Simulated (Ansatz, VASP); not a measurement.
**One calculation of AlN, two programs**

```xyz
8
Lattice="-3.1067 0.0000 0.0000 0.0000 0.0000 -4.9784 0.0000 -5.3809 0.0000" Properties=species:S:1:pos:R:3 pbc="T T T"
Al   -1.6283   -0.8968   -4.9700
Al    0.0750   -3.5873   -4.9700
Al   -0.0750   -1.7936   -2.4808
Al   -1.4783   -4.4841   -2.4808
N    -1.6208   -0.8968   -3.0701
N     0.0675   -3.5873   -3.0701
N    -0.0675   -1.7936   -0.5809
N    -1.4858   -4.4841   -0.5809
```

Change from the starting cell: mode 4 (235.2 1/cm) frozen in, largest displacement +0.075 Å.

Alike in both runs: task single point; functional r2SCAN; k mesh 8 × 6 × 4; occupations gaussian, width 0.05 eV; no spin polarisation.

|  | VASP | Ansatz |
| --- | --- | --- |
| version | VASP 6.6.1 | Ansatz 0.2.0 |
| potentials or method | VASP PAW PBE potentials, release 64 (Al, N), cutoff 520 eV | scalar-relativistic, plane waves, PAW |
| valence electrons in the cell | 32 | 32 |

|  | VASP | Ansatz | Ansatz less VASP |
| --- | --- | --- | --- |
| gap on the k mesh at the Fermi level (eV) | 4.89 | 4.85 | -0.040 |
| least direct gap on the mesh (eV) | 4.89 | 4.85 | -0.040 |
| pressure (GPa) | -0.6 | -0.2 | +0.40 |
| traceless stress, the component that is largest in VASP (GPa) | 0.32 | 0.33 | +0.007 |
| rms of the force components (eV/Å) | 0.189 | 0.188 | -0.0013 |

VASP's potentials were made for PBE, not for r2SCAN. Atom by atom the forces differ by 0.001 eV/Å (rms over components). The functional is the same, so the differences come from potentials, cutoffs and numerics.
